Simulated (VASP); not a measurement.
Wanted: the native input for a VASP 6.6.1 run.

```yaml
Task: single point
Functional: LDA
Potentials_or_basis: VASP PAW LDA potentials, release 64 (P)
Cutoff: 520 eV
k_mesh: 16 × 16 × 16
Occupations: gaussian, width 0.1 eV
Spin: no spin polarisation
Dipole_correction: no
Further_INCAR_settings: ALGO = Normal; EDIFF = 1e-06; NBANDS = 12
```

The structure of P lies in POSCAR:

```
P
1.0
   -1.7019128299      2.5306333023      1.8703766422
    1.7019128299     -2.5306333023      1.8703766422
    1.7019128299      2.5306333023     -1.8703766422
P
2
Direct
    0.8033091100      0.0533091100      0.7500000000
    0.1966908900      0.9466908900      0.2500000000
```

This cell differs from its parent crystal: strained.

These files were run (other wordings do the same):

INCAR

```
SYSTEM = P
PREC     = Accurate       ! precision mode
ENCUT    = 520            ! plane-wave cutoff, eV
EDIFF    = 1E-6           ! SCF threshold, eV
ISMEAR   = 0              ! smearing method
SIGMA    = 0.1            ! smearing width, eV
LREAL    = .False.        ! projectors in reciprocal space
LASPH    = .True.         ! aspherical terms in the spheres
NELM     = 60             ! most SCF steps
ALGO     = Normal         ! electronic algorithm
ISIF     = 2              ! what is computed and relaxed
LWAVE    = .False.        ! write WAVECAR
LCHARG   = .True.         ! write CHGCAR
LELF     = .True.         ! ELF
LVHAR    = .True.       
NBANDS   = 12             ! bands
```

KPOINTS

```
regular mesh
0
Gamma
  16 16 16
  0 0 0
```

Potentials or basis: VASP PAW LDA potentials, release 64 (P).

Command:

```bash
$ cat potpaw_LDA.64/P/POTCAR > POTCAR
$ mpirun -np 1 vasp_std > vasp.out
```

It gave:

```yaml
Pressure: -4.0 GPa
Largest_force: 0.143 eV/Å
Band_gap_on_the_k_mesh: zero (bands 5 and 6 overlap by 1.11 eV)
```

Caveat: the cell differs from its parent crystal (strained); the cell stands under tension.

Run time: 2.2 min on 1 thread of Intel(R) Xeon(R) Platinum 8375C CPU @ 2.90GHz (Ice Lake), with other jobs on the host, peak memory 0.28 GiB.
